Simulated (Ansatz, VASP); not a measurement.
# H3CCl in VASP and in Ansatz

```
C Cl H
1.0
     9.32016    0.00000    0.00000
     0.00000    9.32016    0.00000
     0.00000    0.00000    9.32016
C Cl H
8 8 24
Direct
  0.95026 0.51344 0.42793
  0.68632 0.43019 0.89331
  0.72330 0.94753 0.75957
  0.26181 0.11109 0.00280
  0.21833 0.66060 0.72987
  0.50458 0.80741 0.17021
  0.08272 0.14904 0.49452
  0.55643 0.45127 0.40861
  0.87324 0.59504 0.58377
  0.72763 0.42318 0.07999
  0.74521 0.03027 0.93312
  0.30344 0.19006 0.17358
  0.14081 0.83301 0.76520
  0.56224 0.81467 0.35424
  0.99347 0.20492 0.65782
  0.60983 0.26810 0.43829
  0.06394 0.49277 0.44989
  0.89376 0.41235 0.40756
  0.93831 0.58751 0.33766
  0.67394 0.54250 0.86217
  0.77411 0.38125 0.83314
  0.58668 0.37069 0.87544
  0.71923 0.03327 0.67928
  0.81579 0.87788 0.74013
  0.62352 0.88561 0.76040
  0.25308 0.19630 0.92240
  0.34917 0.03737 0.97437
  0.15997 0.05346 0.01183
  0.21459 0.64177 0.61409
  0.32954 0.66182 0.76789
  0.15528 0.57916 0.78617
  0.55337 0.89831 0.11368
  0.54209 0.70559 0.12459
  0.38747 0.81415 0.16847
  0.16137 0.23171 0.46637
  0.13676 0.04654 0.51512
  0.00136 0.13765 0.40977
  0.52089 0.49707 0.51055
  0.64877 0.51173 0.36877
  0.47043 0.45230 0.32842
```

Alike in both runs: functional PBE; dispersion D3(BJ); k mesh 1 × 1 × 1; occupations fermi-dirac, width 0.02 eV; no spin polarisation.

Ansatz relaxed the structure, and its values are those at the end. VASP's run is a single point on that final structure, the one shown.

|  | VASP | Ansatz |
| --- | --- | --- |
| version | VASP 6.6.1 | Ansatz 0.2.0 |
| potentials or method | VASP PAW PBE potentials, release 64 (C, Cl, H), cutoff 520 eV | scalar-relativistic, plane waves, PAW |
| valence electrons in the cell | 112 | 112 |

```csv
,VASP,Ansatz,Ansatz less VASP
rms of the force components (eV/Å),0.072,0.062,-0.0095
```
